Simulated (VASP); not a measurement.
PbS:

```
Pb S
1.0
    -2.11923    2.11923    3.06936
     2.11923   -2.11923    3.06936
     2.11923    2.11923   -3.06936
Pb S
1 1
Direct
  0.52173 0.52173 0.00000
  0.97963 0.97963 0.00000
```

```yaml
Program: VASP 6.6.1
Task: relaxation of cell and atoms
Functional: PBE
Potentials_or_basis: VASP PAW PBE potentials, release 64 (Pb_d, S)
Cutoff: 600 eV
k_mesh: 10 × 10 × 10
Occupations: gaussian, width 0.02 eV
Spin: no spin polarisation
```

At the start: pressure -0.0 GPa; volume 27.57 Å³/atom.

Task: How do energy, volume and symmetry change on relaxing?

Result: Over 38 steps the energy falls by 5.1 meV/atom and the volume is 27.12 Å³/atom (-1.6 %); space group I4mm (No. 107, to 0.1 Å) before, Fm-3m (No. 225, to 0.1 Å).

Step by step:
| step | energy change (eV) | largest force (eV/Å) | pressure (GPa) | volume (Å³) |
| --- | --- | --- | --- | --- |
| 1 | 0.0000 | 0.0943 | -0.01 | 55.14 |
| 2 | -0.0009 | 0.0880 | -0.04 | 55.12 |
| 3 | -0.0033 | 0.0731 | -0.17 | 55.08 |
| 4 | -0.0061 | 0.0524 | -0.36 | 54.98 |
| 5 | -0.0023 | 0.0261 | -0.39 | 54.76 |
| 6 | -0.0063 | 0.0496 | -0.39 | 54.94 |
| 7 | -0.0071 | 0.0452 | -0.28 | 54.79 |
| 8 | -0.0085 | 0.0361 | 0.05 | 54.35 |
| 9 | -0.0078 | 0.0207 | 0.81 | 53.48 |
| 10 | -0.0089 | 0.0314 | 0.29 | 54.05 |
| 11 | -0.0093 | 0.0229 | 0.20 | 54.13 |
| 12 | -0.0096 | 0.0131 | 0.05 | 54.26 |
| 13 | -0.0096 | 0.0114 | 0.03 | 54.27 |
| 14 | -0.0097 | 0.0117 | -0.02 | 54.32 |
| 15 | -0.0097 | 0.0105 | -0.16 | 54.46 |
| 16 | -0.0097 | 0.0111 | -0.14 | 54.42 |
| 17 | -0.0098 | 0.0108 | -0.12 | 54.39 |
| 18 | -0.0099 | 0.0112 | -0.05 | 54.31 |
| 19 | -0.0099 | 0.0109 | -0.03 | 54.29 |
| 20 | -0.0099 | 0.0103 | 0.00 | 54.25 |
| 21 | -0.0099 | 0.0081 | 0.10 | 54.14 |
| 22 | -0.0100 | 0.0089 | 0.08 | 54.17 |
| 23 | -0.0100 | 0.0072 | 0.03 | 54.22 |
| 24 | -0.0100 | 0.0062 | 0.00 | 54.25 |
| 25 | -0.0100 | 0.0062 | -0.03 | 54.27 |
| 26 | -0.0100 | 0.0061 | -0.05 | 54.30 |
| 27 | -0.0101 | 0.0058 | -0.04 | 54.26 |
| 28 | -0.0100 | 0.0053 | 0.08 | 54.15 |
| 29 | -0.0101 | 0.0065 | 0.04 | 54.20 |
| 30 | -0.0101 | 0.0057 | 0.04 | 54.20 |
| 31 | -0.0101 | 0.0034 | 0.05 | 54.17 |
| 32 | -0.0101 | 0.0015 | 0.09 | 54.13 |
| 33 | -0.0101 | 0.0005 | 0.07 | 54.20 |
| 34 | -0.0101 | 0.0009 | -0.15 | 54.38 |
| 35 | -0.0102 | 0.0011 | -0.03 | 54.25 |
| 36 | -0.0102 | 0.0013 | -0.03 | 54.24 |
| 37 | -0.0102 | 0.0021 | -0.01 | 54.22 |
| 38 | -0.0102 | 0.0003 | 0.00 | 54.23 |

Final structure:
```yaml
crystal:
  lattice:
    - [-2.12374, 2.12374, 3.00593]
    - [2.12374, -2.12374, 3.00593]
    - [2.12374, 2.12374, -3.00593]
  atoms:
    - { symbol: Pb, position: [0.50115, 0.50115, 0.00000] }
    - { symbol: S, position: [0.00021, 0.00021, 0.00000] }
```
